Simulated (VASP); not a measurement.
# Be (P6_3/mmc) in VASP: further runs

Runs on Be. Level: r2SCAN. Tasks: single point, relaxation of shape and atoms at fixed volume.

Program: VASP 6.6.1. These are calculated values, not measurements. Logs are shortened: lines on timing, memory, paths and dates and some standing lists are left out, and cuts for length are marked.

## Step 1: The cell of the first run

The structure is hexagonal, space group P6_3/mmc (No. 194). Conventional cell: a = 2.266 Å, b = 2.266 Å, c = 3.556 Å, α = 90.00°, β = 90.00°, γ = 120.00°. Be (site symmetry -6m2) has 12 Be at 2.21 to 2.27 Å within 2.9 Å.

## Step 2: Single point, r2SCAN

POSCAR reads:

```
Be
1.0
    2.2662203978      0.0000000000      0.0000000000
   -1.1331101989      1.9626044351      0.0000000000
    0.0000000000      0.0000000000      3.5555991107
Be
2
Direct
    0.3333333333      0.6666666667      0.7500000000
    0.6666666667      0.3333333333      0.2500000000
```

INCAR.step1 reads:

```
PREC = Accurate ; ENCUT = 520
ISMEAR = 0 ; SIGMA = 0.05
LREAL = False ; LASPH = True
NELM = 80 ; NBANDS = 9
GGA = PE ; ALGO = Normal
EDIFF = 1E-4 ; LWAVE = True
LCHARG = False
```

INCAR.step2 reads:

```
PREC = Accurate ; ENCUT = 520
EDIFF = 1E-7 ; ISMEAR = 0
SIGMA = 0.05 ; LREAL = False
LASPH = True ; NELM = 80
ALGO = Normal ; ISIF = 2
LWAVE = False ; LCHARG = False
METAGGA = R2SCAN ; LMIXTAU = True
NBANDS = 9 ; ISTART = 1
```

KPOINTS reads:

```
Automatic mesh
0
Gamma
  20 20 12
```

Potentials or basis: VASP PAW PBE potentials, release 64 (Be).

Launch:

```bash
cat potpaw_PBE.64/Be/POTCAR > POTCAR
cp INCAR.step1 INCAR
mpirun -np 1 vasp_std > vasp.out
cp INCAR.step2 INCAR
mpirun -np 1 vasp_std > vasp.out
```

OUTCAR:

```text
PREC = Accurate
   ENCUT = 520
   EDIFF = 1E-7
   ISMEAR = 0
   LREAL = False
   LASPH = True
   NELM = 80
   ISIF = 2
   METAGGA = R2SCAN
   ISTART = 1

 ion  position               nearest neighbor table
   1  0.333  0.667  0.750-   2 2.21   2 2.21   2 2.21   2 2.21   2 2.21   2 2.21
   2  0.667  0.333  0.250-   1 2.21   1 2.21   1 2.21   1 2.21   1 2.21   1 2.21

  LATTYP: Found a hexagonal cell.
 ALAT       =     2.2662203978
 C/A-ratio  =     1.5689555677

  Lattice vectors:

 A1 = (   2.2662203978,   0.0000000000,   0.0000000000)
 A2 = (  -1.1331101989,   1.9626044351,   0.0000000000)
 A3 = (   0.0000000000,   0.0000000000,   3.5555991107)

Analysis of symmetry for initial positions (statically):
=====================================================================
 Subroutine PRICEL returns:
 Original cell was already a primitive cell.

 Routine SETGRP: Setting up the symmetry group for a
 hexagonal supercell.

 Subroutine GETGRP returns: Found 24 space group operations
 (whereof 12 operations were pure point group operations)
 out of a pool of 24 trial point group operations.

The static configuration has the point symmetry D_3d.
 The point group associated with its full space group is D_6h.

Analysis of symmetry for dynamics (positions and initial velocities):
=====================================================================
 Subroutine PRICEL returns:
 Original cell was already a primitive cell.

 Routine SETGRP: Setting up the symmetry group for a
 hexagonal supercell.

 Subroutine GETGRP returns: Found 24 space group operations
 (whereof 12 operations were pure point group operations)
 out of a pool of 24 trial point group operations.

The dynamic configuration has the point symmetry D_3d.
 The point group associated with its full space group is D_6h.

 Subroutine INISYM returns: Found 24 space group operations
 (whereof 12 operations are pure point group operations),
 and found     1 'primitive' translations

----------------------------------------------------------------------------------------

                                     Primitive cell

  volume of cell :      15.8142

  direct lattice vectors                    reciprocal lattice vectors
     2.266220398  0.000000000  0.000000000     0.441263348  0.254763513  0.000000000
    -1.133110199  1.962604435  0.000000000     0.000000000  0.509527025  0.000000000
     0.000000000  0.000000000  3.555599111     0.000000000  0.000000000  0.281246555

  length of vectors
     2.266220398  2.266220398  3.555599111     0.509527025  0.509527025  0.281246555

  position of ions in fractional coordinates (direct lattice)
     0.333333333  0.666666667  0.750000000
     0.666666667  0.333333333  0.250000000

  ion indices of the primitive-cell ions
   primitive index   ion index
                 1           1
                 2           2

----------------------------------------------------------------------------------------

 KPOINTS: Automatic mesh

Automatic generation of k-mesh.
 Grid dimensions read from file:
 generate k-points for:   20   20   12

 Generating k-lattice:

  Cartesian coordinates                     Fractional coordinates (reciprocal lattice)
     0.022063167  0.012738176  0.000000000     0.050000000 -0.000000000  0.000000000
     0.000000000  0.025476351  0.000000000     0.000000000  0.050000000  0.000000000
     0.000000000  0.000000000  0.023437213     0.000000000  0.000000000  0.083333333

  Length of vectors
     0.025476351  0.025476351  0.023437213

  Shift w.r.t. Gamma in fractional coordinates (k-lattice)
     0.000000000  0.000000000  0.000000000

 Subroutine IBZKPT returns following result:
 ===========================================

 Found    308 irreducible k-points:

 Following reciprocal coordinates:
            Coordinates               Weight
  0.000000  0.000000  0.000000      1.000000
  0.050000  0.000000  0.000000      6.000000
  0.100000  0.000000  0.000000      6.000000
  0.150000  0.000000  0.000000      6.000000
  0.200000  0.000000  0.000000      6.000000
  0.250000 -0.000000  0.000000      6.000000
[... 16 lines left out ...]
  0.200000  0.100000  0.000000     12.000000
  0.250000  0.100000  0.000000     12.000000
 [... further k-points ...]
   k-points           NKPTS =    308   k-points in BZ     NKDIM =    308   number of bands    NBANDS=      9
   number of dos      NEDOS =    301   number of ions     NIONS =      2
   total plane-waves  NPLWV =   9072
   dimension x,y,z NGX =    18 NGY =   18 NGZ =   28
   dimension x,y,z NGXF=    36 NGYF=   36 NGZF=   56
   ions per type =               2
   NGX,Y,Z   is equivalent  to a cutoff of  13.20, 13.20, 13.09 a.u.
   NGXF,Y,Z  is equivalent  to a cutoff of  26.41, 26.41, 26.18 a.u.
 SYSTEM =  unknown system
   PREC   = accura    normal or accurate (medium, high low for compatibility)
   ISTART =      1    job   : 0-new  1-cont  2-samecut
   ICHARG =      0    charge: 1-file 2-atom 10-const
   ISPIN  =      1    spin polarized calculation?
   LNONCOLLINEAR =      F non collinear calculations
   LSORBIT =      F    spin-orbit coupling
   LASPH  =      T    aspherical Exc in radial PAW
   ENCUT  =  520.0 eV  38.22 Ry    6.18 a.u.   4.21  4.21  6.61*2*pi/ulx,y,z
   NELM   =     80;   NELMIN=  2; NELMDL=  0     # of ELM steps
   EDIFF  = 0.1E-06   stopping-criterion for ELM
   LREAL  =      F    real-space projection
   EDIFFG = 0.1E-05   stopping-criterion for IOM
   NSW    =      0    number of steps for IOM
   IBRION =     -1    ionic relax: 0-MD 1-quasi-New 2-CG
   NFREE  =      0    steps in history (QN), initial steepest desc. (CG)
   ISIF   =      2    stress and relaxation
   ISYM   =      2    0-nonsym 1-usesym 2-fastsym
   POTIM  = 0.5000    time-step for ionic-motion
   TEBEG  =    0.0;   TEEND  =   0.0 temperature during run
   PSTRESS=    0.0 pullay stress
   NELECT =       4.0000    total number of electrons
   NUPDOWN=      -1.0000    fix difference up-down
   EMIN   =  10.00;   EMAX   =-10.00  energy-range for DOS
   EFERMI =   0.00;   METHOD = LEGACY
   ISMEAR =     0;   SIGMA  =   0.05  broadening in eV -4-tet -1-fermi 0-gaus
   EFERMI_NEDOS =   21; number of points for ismear=-14 and -15
   IALGO  =     38    algorithm
   IMIX   =      4    mixing-type and parameters
     AMIX     =   0.40;   BMIX     =  1.00
     AMIX_MAG =   1.60;   BMIX_MAG =  1.00
  volume/ion in A,a.u.               =       7.91        53.36
  Fermi-wavevector in a.u.,A,eV,Ry     =   1.035330  1.956491 14.584205  1.071909
  Thomas-Fermi vector in A             =   2.169668
   LORBIT       =      0    0 simple, 1 ext, 2 COOP (PROOUT), +10 PAW based schemes
   METAGGA = R2SCAN    functional components
   LHFCALC =     F    Hartree Fock is set to
   AEXX    =    0.0000 exact exchange contribution
   IVDW    =     0    specifies the selected vdW correction
   LEPSILON=     F    determine dielectric tensor
   LRPA    =     F    only Hartree local field effects (RPA)
 non-spin polarized calculation
 Gauss-broadening in eV      SIGMA  =   0.05
  energy-cutoff  :      520.00
  volume of cell :       15.81
 maximum number of plane-waves:       446
 NGX is ok and might be reduce to    18
   NGX =  9   NGY =  9   NGZ = 13

 number of electron       4.0000000 magnetization

 Free energy of the ion-electron system (eV)
  ---------------------------------------------------
  ext. energy  EPLUGINS =         0.00000000
  ---------------------------------------------------
  free energy    TOTEN  =        -8.68107202 eV

  energy without entropy =       -8.68083004  energy(sigma->0) =       -8.68095103

 E-fermi :   7.0244     XC(G=0): -11.2610

 val. band max:        6.9953054190   @ k =   0.3500   0.3000   0.4167
 cond. band min:       7.0343557676   @ k =   0.3000   0.2000   0.0000
 fundamental gap:      0.0390503486
 Fermi energy:         7.0243882021

 k-point     1 :       0.0000    0.0000    0.0000
  band No.  band energies     occupation
      1      -5.1125      2.00000
      2       2.4123      2.00000
      3       8.2529      0.00000
      4      24.3816      0.00000
      5      24.3816      0.00000
      6      27.4342      0.00000
      7      27.4342      0.00000
      8      29.8914      0.00000
      9      35.5450      0.00000

 k-point     2 :       0.0500    0.0000    0.0000
  band No.  band energies     occupation
      1      -5.0350      2.00000
      2       2.5123      2.00000
      3       8.2789      0.00000
      4      23.6918      0.00000
      5      23.8601      0.00000
      6      27.4463      0.00000
      7      27.7498      0.00000
      8      29.7367      0.00000
      9      34.2944      0.00000

 k-point     3 :       0.1000    0.0000    0.0000
  band No.  band energies     occupation
      1      -4.8024      2.00000
      2       2.8122      2.00000
      3       8.3528      0.00000
      4      21.9865      0.00000
      5      22.7890      0.00000
      6      27.4257      0.00000
      7      28.1419      0.00000
      8      29.2044      0.00000
      9      32.2984      0.00000

 k-point     4 :       0.1500    0.0000    0.0000
  band No.  band energies     occupation
      1      -4.4145      2.00000
      2       3.3112      2.00000
      3       8.4584      0.00000
      4      19.8429      0.00000
      5      21.6270      0.00000
      6      27.2707      0.00000
      7      28.1179      0.00000
      8      28.1355      0.00000
      9      30.1485      0.00000

 k-point     5 :       0.2000    0.0000    0.0000
  band No.  band energies     occupation
      1      -3.8713      2.00000
      2       4.0079      2.00000
      3       8.5531      0.00000
      4      17.6541      0.00000
      5      20.5315      0.00000
      6      26.3709      0.00000
      7      26.5445      0.00000
      8      27.7681      0.00000
      9      28.5444      0.00000

 k-point     6 :       0.2500   -0.0000    0.0000
  band No.  band energies     occupation
      1      -3.1737      2.00000
      2       4.9001      2.00000
      3       8.5316      0.00000
      4      15.7025      0.00000
      5      19.5630      0.00000
      6      24.1402      0.00000
      7      24.8113      0.00000
      8      27.2363      0.00000
      9      28.0569      0.00000
[... 169 lines left out ...]
 k-point    21 :       0.1000    0.1000    0.0000
  band No.  band energies     occupation
      1      -4.1814      2.00000
      2       3.6101      2.00000
      3       8.5230      0.00000
      4      19.3458      0.00000
      5      20.1637      0.00000
      6      27.3091      0.00000
      7      27.5745      0.00000
      8      27.6162      0.00000
      9      31.2856      0.00000

 k-point    22 :       0.1500    0.1000    0.0000
  band No.  band energies     occupation
      1      -3.6376      2.00000
      2       4.3060      2.00000
      3       8.6262      0.00000
      4      17.3189      0.00000
      5      19.0049      0.00000
      6      26.0480      0.00000
      7      26.5173      0.00000
      8      26.9885      0.00000
      9      30.6686      0.00000

 k-point    23 :       0.2000    0.1000    0.0000
  band No.  band energies     occupation
      1      -2.9386      2.00000
      2       5.1970      2.00000
      3       8.6444      0.00000
      4      15.3379      0.00000
      5      18.0215      0.00000
      6      24.0625      0.00000
      7      25.1197      0.00000
      8      26.4419      0.00000
      9      30.1406      0.00000

 k-point    24 :       0.2500    0.1000    0.0000
  band No.  band energies     occupation
      1      -2.0863      2.00000
      2       6.2784      2.00000
      3       8.3734      0.00000
      4      13.8008      0.00000
      5      17.1449      0.00000
      6      21.8005      0.00000
      7      23.5971      0.00000
      8      25.9213      0.00000
      9      29.2875      0.00000

 [... further k-points ...]
[... 5 lines left out ...]
  --------------------------------------------------------------------------------------
  -------------------------------------------------------------------------------------
  Total        0.0278032      0.0278032      0.0267651      0.0000000      0.0000000      0.0000000
  in kB        2.8168077      2.8168077      2.7116369      0.0000000      0.0000000      0.0000000
  external PRESSURE =       2.7817508 kB  Pullay stress =       0.0000000 kB

 VOLUME and BASIS-vectors are now :
 -----------------------------------------------------------------------------
  energy-cutoff  :      520.00
  volume of cell :       15.81
      direct lattice vectors                 reciprocal lattice vectors
     2.266220398  0.000000000  0.000000000     0.441263348  0.254763513  0.000000000
    -1.133110199  1.962604435  0.000000000     0.000000000  0.509527025  0.000000000
     0.000000000  0.000000000  3.555599111     0.000000000  0.000000000  0.281246555

 POSITION                                       TOTAL-FORCE (eV/Angst)
 -----------------------------------------------------------------------------------
     -0.00000      1.30840      2.66670         0.000000      0.000000      0.000000
      1.13311      0.65420      0.88890        -0.000000     -0.000000      0.000000
 -----------------------------------------------------------------------------------
    total drift:                                0.000000     -0.000000      0.000000

  FREE ENERGIE OF THE ION-ELECTRON SYSTEM (eV)
  ---------------------------------------------------
  free  energy   TOTEN  =        -8.6810720157 eV

  energy  without entropy=       -8.6808300353  energy(sigma->0) =       -8.68095103
```

It took 73 s on 1 thread of Intel Xeon 6975P-C (Granite Rapids), shared host; peak memory 0.15 GiB.

What came out:

```yaml
Free_energy: -8.6811 eV
Pressure: 0.3 GPa
Band_gap_on_the_k_mesh: zero (band 2 reaches 8.21 eV, above the bottom of band 3 at 6.67 eV)
```

Caveat: the PAW data sets were made with another functional, which shifts forces and pressure a little.

(Continued in part 2 of 2.)
